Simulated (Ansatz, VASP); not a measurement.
## Na3ZrB: VASP beside Ansatz

```xyz
5
Lattice="4.9946 0.0000 0.0000 0.0000 4.9946 0.0000 0.0000 0.0000 4.9946" Properties=species:S:1:pos:R:3 pbc="T T T"
Na    0.0000    2.4973    2.4973
Na    2.4973    0.0000    2.4973
Na    2.4973    2.4973    0.0000
Zr    0.0000    0.0000    0.0000
B     2.4973    2.4973    2.4973
```

Alike in both runs: functional PBE; k mesh 8 × 8 × 8; occupations gaussian, width 0.1 eV; no spin polarisation.

Ansatz relaxed the structure, and its values are those at the end. VASP's run is a single point on that final structure, the one shown.

|  | VASP | Ansatz |
| --- | --- | --- |
| version | VASP 6.6.1 | Ansatz 0.2.0 |
| potentials or method | VASP PAW PBE potentials, release 64 (Na_pv, Zr_sv, B), cutoff 520 eV | scalar-relativistic, plane waves, PAW |
| valence electrons in the cell | 36 | 42 |

```tsv
	VASP	Ansatz	Ansatz less VASP
gap on the k mesh at the Fermi level (eV)	none	none	-
pressure (GPa)	0.0	0.0	-0.03
```

A gap of «none» marks a metal or a gap that the smearing closes. VASP's potentials hold 36 valence electrons a cell and Ansatz's 42, so a difference there can come from the potentials and not from the codes.
